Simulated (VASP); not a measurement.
# LiSn2 (Pbam) in VASP: further runs

Runs on LiSn2. Level: PBE. Tasks: single point, relaxation of cell and atoms.

All numbers are computed with VASP 6.6.1; they aren't measurements. Logs are shortened: lines on timing, memory, paths and dates and some standing lists are left out, and cuts for length are marked.

**1. The cell of the first run**

It takes space group Pbam (No. 55, orthorhombic). The conventional cell has a = 4.940 Å, b = 9.490 Å, c = 3.169 Å, α = 90.00°, β = 90.00°, γ = 90.00°. Li (site symmetry 2/m) has 12 Sn at 3.09 to 3.60 Å and 2 Li at 3.17 Å within 4.1 Å. Sn (site symmetry m) has 5 Sn at 2.99 to 3.17 Å and 6 Li at 3.09 to 3.60 Å within 3.9 Å.

**2. Single point, PBE**

Input file INCAR:

```
SYSTEM = LiSn2
PREC = Accurate ; ENCUT = 520
EDIFF = 1E-6 ; ISMEAR = 0
SIGMA = 0.1 ; LREAL = .FALSE.
LASPH = .TRUE. ; NELM = 60
ALGO = Fast ; ISIF = 2
LWAVE = .FALSE. ; LCHARG = .TRUE.
GGA = PE ; LELF = .TRUE.
LVHAR = .TRUE. ; NBANDS = 40
```

Input file KPOINTS:

```
Automatic mesh
0
G
  4 2 6
  0 0 0
```

Input file POSCAR:

```
LiSn2
1.0
    4.9404361500      0.0000000000      0.0000000000
    0.0000000000      9.4896609689      0.0000000000
    0.0000000000      0.0000000000      3.1690287206
Li Sn
2 4
Direct
    0.0000000000      0.0000000000      0.5000000000
    0.5000000000      0.5000000000      0.5000000000
    0.9383882511      0.6609215520      0.0000000000
    0.5616117489      0.1609215520      0.0000000000
    0.4383882511      0.8390784480      0.0000000000
    0.0616117489      0.3390784480      0.0000000000
```

Potentials or basis: VASP PAW PBE potentials, release 64 (Li_sv, Sn_d).

The run is started by

```
$ cat potpaw_PBE.64/Li_sv/POTCAR potpaw_PBE.64/Sn_d/POTCAR > POTCAR
$ mpirun -np 1 vasp_std > vasp.out
```

OUTCAR:

```text
SYSTEM = LiSn2
   PREC = Accurate
   ENCUT = 520
   EDIFF = 1E-6
   ISMEAR = 0
   LREAL = .FALSE.
   LASPH = .TRUE.
   NELM = 60
   ISIF = 2
   GGA = PE

 ion  position               nearest neighbor table
   1  0.000  0.000  0.500-   4 3.09   5 3.09   4 3.09   5 3.09
   2  0.500  0.500  0.500-   3 3.09   6 3.09   3 3.09   6 3.09
   3  0.938  0.661  0.000-   5 2.99   5 2.99   2 3.09   2 3.09   6 3.11
   4  0.562  0.161  0.000-   6 2.99   6 2.99   1 3.09   1 3.09   5 3.11
   5  0.438  0.839  0.000-   3 2.99   3 2.99   1 3.09   1 3.09   4 3.11
   6  0.062  0.339  0.000-   4 2.99   4 2.99   2 3.09   2 3.09   3 3.11

  LATTYP: Found a simple orthorhombic cell.
 ALAT       =     3.1690287206
 B/A-ratio  =     1.5589748739
 C/A-ratio  =     2.9945014090

  Lattice vectors:

 A1 = (   0.0000000000,   0.0000000000,   3.1690287206)
 A2 = (   4.9404361500,   0.0000000000,   0.0000000000)
 A3 = (   0.0000000000,   9.4896609689,   0.0000000000)

Analysis of symmetry for initial positions (statically):
=====================================================================
 Subroutine PRICEL returns:
 Original cell was already a primitive cell.

 Routine SETGRP: Setting up the symmetry group for a
 simple orthorhombic supercell.

 Subroutine GETGRP returns: Found  8 space group operations
 (whereof  4 operations were pure point group operations)
 out of a pool of  8 trial point group operations.

The static configuration has the point symmetry C_2h.
 The point group associated with its full space group is D_2h.

Analysis of symmetry for dynamics (positions and initial velocities):
=====================================================================
 Subroutine PRICEL returns:
 Original cell was already a primitive cell.

 Routine SETGRP: Setting up the symmetry group for a
 simple orthorhombic supercell.

 Subroutine GETGRP returns: Found  8 space group operations
 (whereof  4 operations were pure point group operations)
 out of a pool of  8 trial point group operations.

The dynamic configuration has the point symmetry C_2h.
 The point group associated with its full space group is D_2h.

 Subroutine INISYM returns: Found  8 space group operations
 (whereof  4 operations are pure point group operations),
 and found     1 'primitive' translations

----------------------------------------------------------------------------------------

                                     Primitive cell

  volume of cell :     148.5738

  direct lattice vectors                    reciprocal lattice vectors
     4.940436150  0.000000000  0.000000000     0.202411279  0.000000000  0.000000000
     0.000000000  9.489660969  0.000000000     0.000000000  0.105377843  0.000000000
     0.000000000  0.000000000  3.169028721     0.000000000  0.000000000  0.315554098

  length of vectors
     4.940436150  9.489660969  3.169028721     0.202411279  0.105377843  0.315554098

  position of ions in fractional coordinates (direct lattice)
     0.000000000  0.000000000  0.500000000
     0.500000000  0.500000000  0.500000000
     0.938388251  0.660921552  0.000000000
     0.561611749  0.160921552  0.000000000
     0.438388251  0.839078448  0.000000000
     0.061611749  0.339078448  0.000000000

  ion indices of the primitive-cell ions
   primitive index   ion index
                 1           1
                 2           2
                 3           3
                 4           4
                 5           5
                 6           6

----------------------------------------------------------------------------------------

 KPOINTS: Automatic mesh

Automatic generation of k-mesh.
 Grid dimensions read from file:
 generate k-points for:    4    2    6

 Generating k-lattice:

  Cartesian coordinates                     Fractional coordinates (reciprocal lattice)
     0.050602820  0.000000000  0.000000000     0.250000000  0.000000000  0.000000000
     0.000000000  0.052688921  0.000000000     0.000000000  0.500000000  0.000000000
     0.000000000  0.000000000  0.052592350     0.000000000  0.000000000  0.166666667

  Length of vectors
     0.050602820  0.052688921  0.052592350

  Shift w.r.t. Gamma in fractional coordinates (k-lattice)
     0.000000000  0.000000000  0.000000000

 Subroutine IBZKPT returns following result:
 ===========================================

 Found     24 irreducible k-points:

 Following reciprocal coordinates:
            Coordinates               Weight
  0.000000  0.000000  0.000000      1.000000
  0.250000  0.000000  0.000000      2.000000
  0.500000  0.000000  0.000000      1.000000
  0.000000  0.500000  0.000000      1.000000
  0.250000  0.500000  0.000000      2.000000
  0.500000  0.500000  0.000000      1.000000
[... 16 lines left out ...]
  0.250000  0.500000  0.500000      2.000000
  0.500000  0.500000  0.500000      1.000000
   k-points           NKPTS =     24   k-points in BZ     NKDIM =     24   number of bands    NBANDS=     40
   number of dos      NEDOS =    301   number of ions     NIONS =      6
   total plane-waves  NPLWV =  69120
   dimension x,y,z NGX =    40 NGY =   72 NGZ =   24
   dimension x,y,z NGXF=    80 NGYF=  144 NGZF=   48
   ions per type =               2   4
   NGX,Y,Z   is equivalent  to a cutoff of  13.46, 12.61, 12.59 a.u.
   NGXF,Y,Z  is equivalent  to a cutoff of  26.92, 25.23, 25.18 a.u.
 SYSTEM =  LiSn2
   PREC   = accura    normal or accurate (medium, high low for compatibility)
   ISTART =      0    job   : 0-new  1-cont  2-samecut
   ICHARG =      2    charge: 1-file 2-atom 10-const
   ISPIN  =      1    spin polarized calculation?
   LNONCOLLINEAR =      F non collinear calculations
   LSORBIT =      F    spin-orbit coupling
   LASPH  =      T    aspherical Exc in radial PAW
   ENCUT  =  520.0 eV  38.22 Ry    6.18 a.u.   9.19 17.64  5.89*2*pi/ulx,y,z
   NELM   =     60;   NELMIN=  2; NELMDL= -5     # of ELM steps
   EDIFF  = 0.1E-05   stopping-criterion for ELM
   LREAL  =      F    real-space projection
   EDIFFG = 0.1E-04   stopping-criterion for IOM
   NSW    =      0    number of steps for IOM
   IBRION =     -1    ionic relax: 0-MD 1-quasi-New 2-CG
   NFREE  =      0    steps in history (QN), initial steepest desc. (CG)
   ISIF   =      2    stress and relaxation
   ISYM   =      2    0-nonsym 1-usesym 2-fastsym
   POTIM  = 0.5000    time-step for ionic-motion
   TEBEG  =    0.0;   TEEND  =   0.0 temperature during run
   PSTRESS=    0.0 pullay stress
   NELECT =      62.0000    total number of electrons
   NUPDOWN=      -1.0000    fix difference up-down
   EMIN   =  10.00;   EMAX   =-10.00  energy-range for DOS
   EFERMI =   0.00;   METHOD = LEGACY
   ISMEAR =     0;   SIGMA  =   0.10  broadening in eV -4-tet -1-fermi 0-gaus
   EFERMI_NEDOS =   21; number of points for ismear=-14 and -15
   IALGO  =     68    algorithm
   IMIX   =      4    mixing-type and parameters
     AMIX     =   0.40;   BMIX     =  1.00
     AMIX_MAG =   1.60;   BMIX_MAG =  1.00
  volume/ion in A,a.u.               =      24.76       167.10
  Fermi-wavevector in a.u.,A,eV,Ry     =   1.223371  2.311835 20.362961  1.496635
  Thomas-Fermi vector in A             =   2.358484
   LORBIT       =      0    0 simple, 1 ext, 2 COOP (PROOUT), +10 PAW based schemes
   GGA     = PE    functional components
   LHFCALC =     F    Hartree Fock is set to
   AEXX    =    0.0000 exact exchange contribution
   IVDW    =     0    specifies the selected vdW correction
   LEPSILON=     F    determine dielectric tensor
   LRPA    =     F    only Hartree local field effects (RPA)
 non-spin polarized calculation
 RMM-DIIS sequential band-by-band and
 Gauss-broadening in eV      SIGMA  =   0.10
  energy-cutoff  :      520.00
  volume of cell :      148.57
 maximum number of plane-waves:      4028
 NGX is ok and might be reduce to    40
   NGX = 19   NGY = 35   NGZ = 11

 number of electron      61.9999980 magnetization

 Free energy of the ion-electron system (eV)
  ---------------------------------------------------
  ext. energy  EPLUGINS =         0.00000000
  ---------------------------------------------------
  free energy    TOTEN  =       -20.30975800 eV

  energy without entropy =      -20.29457098  energy(sigma->0) =      -20.30216449

 E-fermi :   5.9946     XC(G=0):  -9.4202

 val. band max:        5.9876292550   @ k =   0.2500   0.5000   0.3333
 cond. band min:       6.0724767592   @ k =   0.0000   0.0000   0.0000
 fundamental gap:      0.0848475043
 Fermi energy:         5.9945951604

 k-point     1 :       0.0000    0.0000    0.0000
  band No.  band energies     occupation
      1     -41.0921      2.00000
      2     -41.0921      2.00000
      3     -15.4433      2.00000
      4     -15.4202      2.00000
      5     -15.4135      2.00000
      6     -15.3995      2.00000
[... 32 lines left out ...]
     39      11.7553      0.00000
     40      11.7955      0.00000

 k-point     2 :       0.2500    0.0000    0.0000
  band No.  band energies     occupation
      1     -41.0921      2.00000
      2     -41.0921      2.00000
      3     -15.4384      2.00000
      4     -15.4186      2.00000
      5     -15.4105      2.00000
      6     -15.4100      2.00000
[... 32 lines left out ...]
     39      12.8081      0.00000
     40      13.2028      0.00000

 k-point     3 :       0.5000    0.0000    0.0000
  band No.  band energies     occupation
      1     -41.0921      2.00000
      2     -41.0921      2.00000
      3     -15.4268      2.00000
      4     -15.4268      2.00000
      5     -15.4078      2.00000
      6     -15.4078      2.00000
[... 32 lines left out ...]
     39      12.8600      0.00000
     40      12.9073      0.00000

 k-point     4 :       0.0000    0.5000    0.0000
  band No.  band energies     occupation
      1     -41.0921      2.00000
      2     -41.0921      2.00000
      3     -15.4369      2.00000
      4     -15.4369      2.00000
      5     -15.3891      2.00000
      6     -15.3891      2.00000
[... 32 lines left out ...]
     39      13.1947      0.00000
     40      13.1950      0.00000
[... 772 lines left out ...]
     39       9.9900      0.00000
     40      10.0251      0.00000

 k-point    23 :       0.2500    0.5000    0.5000
  band No.  band energies     occupation
      1     -41.0882      2.00000
      2     -41.0882      2.00000
      3     -15.3770      2.00000
      4     -15.3770      2.00000
      5     -15.3330      2.00000
      6     -15.3330      2.00000
[... 32 lines left out ...]
     39      10.0578      0.00000
     40      10.0578      0.00000

 k-point    24 :       0.5000    0.5000    0.5000
  band No.  band energies     occupation
      1     -41.0882      2.00000
      2     -41.0882      2.00000
      3     -15.3479      2.00000
      4     -15.3479      2.00000
      5     -15.3427      2.00000
      6     -15.3427      2.00000
[... 32 lines left out ...]
     39      11.4059      0.00000
     40      11.4077      0.00000

------------------------ aborting loop because EDIFF is reached ----------------------------------------

  FORCE on cell =-STRESS in cart. coord.  units (eV):
  Direction    XX          YY          ZZ          XY          YZ          ZX
  --------------------------------------------------------------------------------------
  -------------------------------------------------------------------------------------
  Total        0.0623876     -0.1523685     -0.4080886      0.0000000      0.0000000      0.0000000
  in kB        0.6727698     -1.6430988     -4.4007108      0.0000000      0.0000000      0.0000000
  external PRESSURE =      -1.7903466 kB  Pullay stress =       0.0000000 kB

 VOLUME and BASIS-vectors are now :
 -----------------------------------------------------------------------------
  energy-cutoff  :      520.00
  volume of cell :      148.57
      direct lattice vectors                 reciprocal lattice vectors
     4.940436150  0.000000000  0.000000000     0.202411279  0.000000000  0.000000000
     0.000000000  9.489660969  0.000000000     0.000000000  0.105377843  0.000000000
     0.000000000  0.000000000  3.169028721     0.000000000  0.000000000  0.315554098

 POSITION                                       TOTAL-FORCE (eV/Angst)
 -----------------------------------------------------------------------------------
      0.00000      0.00000      1.58451        -0.000000      0.000000      0.000000
      2.47022      4.74483      1.58451        -0.000000      0.000000      0.000000
      4.63605      6.27192      0.00000         0.018359     -0.144692      0.000000
      2.77461      1.52709      0.00000        -0.018359     -0.144692      0.000000
      2.16583      7.96257      0.00000         0.018359      0.144692      0.000000
      0.30439      3.21774      0.00000        -0.018359      0.144692      0.000000
 -----------------------------------------------------------------------------------
    total drift:                                0.000000      0.000000      0.000000

  FREE ENERGIE OF THE ION-ELECTRON SYSTEM (eV)
  ---------------------------------------------------
  free  energy   TOTEN  =       -20.3097579977 eV

  energy  without entropy=      -20.2945709789  energy(sigma->0) =      -20.30216449
```

Run time: 6.5 min. Hardware: 1 thread of Intel Xeon Platinum 8259CL at 2.50GHz (Skylake/Cascade Lake), shared host; peak memory 0.31 GiB.

What came out:

| Quantity | Value |
| --- | --- |
| Free energy | -20.3098 eV |
| Largest force | 0.146 eV/Å |
| Band gap on the k mesh | zero (bands 31 and 32 overlap by 4.92 eV) |

Forces on the atoms (eV/Å):
```
Li   0.000  0.000  0.000
Li   0.000  0.000  0.000
Sn   0.018 -0.145  0.000
Sn  -0.018 -0.145  0.000
Sn   0.018  0.145  0.000
Sn  -0.018  0.145  0.000
```

Caveat: the cutoff is under 1.25 times the usual one of these potentials, so pressure, stress and relaxed cells hold a basis-set (Pulay) error; spin-orbit coupling is left out, which moves the levels of the heavy elements.

**3. Relaxation of cell and atoms, PBE**

Input file INCAR:

```
ALGO = Fast
EDIFF = 1E-6
EDIFFG = -0.04
ENCUT = 600
GGA = PE
IBRION = 2
ISIF = 3
ISMEAR = 0
LASPH = True
LCHARG = False
LREAL = False
LWAVE = False
NELM = 80
NSW = 90
PREC = Accurate
SIGMA = 0.1
```

Input file KPOINTS:

```
k-points
0
Gamma
  4 2 6
```

POSCAR is that of step 2.

Potentials or basis: VASP PAW PBE potentials, release 64 (Li_sv, Sn_d).

The run is started by

```
$ cat potpaw_PBE.64/Li_sv/POTCAR potpaw_PBE.64/Sn_d/POTCAR > POTCAR
$ mpirun -np 1 vasp_std > vasp.out
```

Run time: 69 min. Hardware: 1 thread of Intel Xeon Platinum 8259CL at 2.50GHz (Skylake/Cascade Lake), shared host; peak memory 0.38 GiB.

The run converged. Its results:

| Property | Result |
| --- | --- |
| Free energy | -20.3367 eV |
| Relaxed volume | 24.61 Å³/atom |
| Relaxed cell | a = 4.862 Å, b = 9.657 Å, c = 3.145 Å, α = 90.00°, β = 90.00°, γ = 90.00° |
| Space group after relaxing (to 0.1 Å) | Pbam (No. 55) |
| Energy gained by relaxing | 4.6 meV/atom |
| Ionic steps | 22 |
| Pressure after relaxing | -0.1 GPa |
| Largest force after relaxing | 0.010 eV/Å |
| Band gap on the k mesh | zero (bands 31 and 32 overlap by 4.66 eV) |

Forces in eV/Å, atoms in the order of the input:
```
Li   0.000  0.000  0.000
Li   0.000  0.000  0.000
Sn   0.009 -0.005  0.000
Sn  -0.009 -0.005  0.000
Sn   0.009  0.005  0.000
Sn  -0.009  0.005  0.000
```

Stress tensor (GPa, compression positive):
```
-0.19  0.00  0.00
 0.00 -0.02  0.00
 0.00  0.00 -0.01
```

The path:
```
step  energy change (eV)  largest force (eV/Å)  pressure (GPa)  volume (Å³)
   1              0.0000                0.1455           -0.20       148.57
   2             -0.0045                0.1157            0.02       147.90
   3             -0.0073                0.0804            0.25       146.95
   4             -0.0102                0.0448            0.01       147.60
   5             -0.0108                0.0316           -0.14       148.04
   6             -0.0121                0.0403           -0.03       147.76
   7             -0.0127                0.0536            0.03       147.52
   8             -0.0127                0.0594            0.04       147.44
   9             -0.0140                0.0494            0.00       147.55
  10             -0.0148                0.0448           -0.04       147.68
  11             -0.0149                0.0537           -0.08       147.91
  12             -0.0151                0.0475           -0.04       147.79
  13             -0.0160                0.0433           -0.04       147.76
  14             -0.0165                0.0438           -0.03       147.74
  15             -0.0168                0.0481            0.00       147.69
  16             -0.0174                0.0467           -0.02       147.67
  17             -0.0190                0.0493            0.02       147.61
  18             -0.0215                0.0547            0.05       147.48
  19             -0.0243                0.0713            0.13       147.22
  20             -0.0266                0.0362           -0.08       147.87
  21             -0.0269                0.0441           -0.04       147.72
  22             -0.0276                0.0103           -0.07       147.67
```

Final structure:
```
CELL_PARAMETERS angstrom
4.86201 0.00000 0.00000
0.00000 9.65652 0.00000
0.00000 0.00000 3.14529
ATOMIC_POSITIONS crystal
Li 0.00000 0.00000 0.50000
Li 0.50000 0.50000 0.50000
Sn 0.97099 0.65632 0.00000
Sn 0.52901 0.15632 0.00000
Sn 0.47099 0.84368 0.00000
Sn 0.02901 0.34368 0.00000
```

Levels at points of the mesh, in eV from the Fermi level:
| k point | band 26 | band 27 | band 28 | band 29 | band 30 | band 31 | band 32 | band 33 | band 34 | band 35 |
| --- | --- | --- | --- | --- | --- | --- | --- | --- | --- | --- |
| (0.00, 0.00, 0.00) | -5.05 | -2.88 | -2.78 | -1.78 | -1.12 | -0.31 | 0.25 | 3.16 | 3.53 | 4.31 |
| (0.50, 0.00, 0.00) | -7.63 | -4.27 | -4.27 | -1.09 | -1.09 | 0.16 | 0.16 | 5.61 | 5.69 | 6.12 |
| (0.00, 0.50, 0.00) | -6.66 | -2.53 | -2.53 | -1.37 | -1.37 | 0.75 | 0.75 | 1.23 | 1.23 | 4.26 |
| (0.50, 0.50, 0.00) | -7.70 | -3.67 | -3.67 | -2.59 | -2.59 | 2.56 | 2.56 | 3.36 | 3.36 | 6.16 |
| (0.00, 0.00, 0.50) | -4.32 | -3.37 | -2.30 | -1.77 | -0.58 | -0.39 | -0.22 | 0.46 | 1.26 | 2.84 |
| (0.50, 0.00, 0.50) | -4.78 | -3.32 | -3.32 | -2.08 | -2.08 | -1.98 | -1.98 | 1.81 | 1.81 | 2.18 |
| (0.00, 0.50, 0.50) | -3.99 | -3.81 | -3.81 | -1.20 | -1.20 | -0.07 | -0.07 | 1.17 | 1.17 | 3.08 |
| (0.50, 0.50, 0.50) | -4.93 | -3.32 | -3.32 | -1.99 | -1.99 | -1.20 | -1.20 | -0.37 | -0.37 | 2.75 |

Caveat: the cutoff is under 1.25 times the usual one of these potentials, so pressure, stress and relaxed cells hold a basis-set (Pulay) error; spin-orbit coupling is left out, which moves the levels of the heavy elements.

The gap in the log of VASP goes by the Fermi energy; the results here count the filled bands.